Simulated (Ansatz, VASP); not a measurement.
**MgO in VASP and in Ansatz**

```
Mg O
1.0
     0.00000    2.10377    2.10377
     2.10377    0.00000    2.10377
     2.10377    2.10377    0.00000
Mg O
1 1
Direct
  0.00000 0.00000 0.00000
  0.50000 0.50000 0.50000
```

Change from the starting cell: strained cell.

Alike in both runs: functional LDA; k mesh 10 × 10 × 10; occupations gaussian, width 0.02 eV; no spin polarisation.

Ansatz relaxed the structure, and its values are those at the end. VASP's run is a single point on that final structure, the one shown.

```csv
,VASP,Ansatz
version,VASP 6.6.1,Ansatz 0.2.0
potentials or method,"VASP PAW LDA potentials, release 64 (Mg, O), cutoff 520 eV","scalar-relativistic, plane waves, PAW"
valence electrons in the cell,8,16
```

```csv
,VASP,Ansatz,Ansatz less VASP
gap on the k mesh at the Fermi level (eV),4.69,4.69,+0.005
least direct gap on the mesh (eV),4.69,4.69,+0.005
pressure (GPa),-7.2,-5.4,+1.84
```

Ansatz warns that its potentials were made for another functional, while VASP's fit it. LDA's correlation is that of Perdew and Zunger in VASP and of Perdew and Wang (1992) in Ansatz. VASP's potentials hold 8 valence electrons a cell and Ansatz's 16, so a difference there can come from the potentials and not from the codes. Ansatz's warnings: stress scf threshold loose.
